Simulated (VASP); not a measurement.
**Fe: single point with r2SCAN**

Crystal: Fe.

```
CELL_PARAMETERS angstrom
-1.43142 1.43142 1.43142
1.43142 -1.43142 1.43142
1.43142 1.43142 -1.43142
ATOMIC_POSITIONS crystal
Fe 0.00000 0.00000 0.00000
```

- Program: VASP 6.6.1
- Task: single point
- Functional: r2SCAN
- Potentials or basis: VASP PAW PBE potentials, release 64 (Fe)
- Cutoff: 520 eV
- k mesh: 15 × 15 × 15
- Occupations: fermi-dirac, width 0.1 eV
- Spin: collinear spin, ferromagnetic start
- Starting moments: [3.0] μB
- Fixed moment: 3 μB
- Dipole correction: no
- Further INCAR settings: ALGO = Normal; EDIFF = 1e-07; NBANDS = 14

The pressure is 11.1 GPa. The net moment is 3.00 μB per cell, the site moments are Fe +3.03 μB and the valence electrons inside the program's atomic spheres are Fe 7.20.

Wall time 2.5 min on 1 thread of AMD EPYC 7R43 64-Core Processor (Zen 3) (shared host), peak memory 0.11 GiB.

Caveat: the PAW data sets were made with another functional, which shifts forces and pressure a little; the total moment is fixed, so each spin has its own Fermi level.
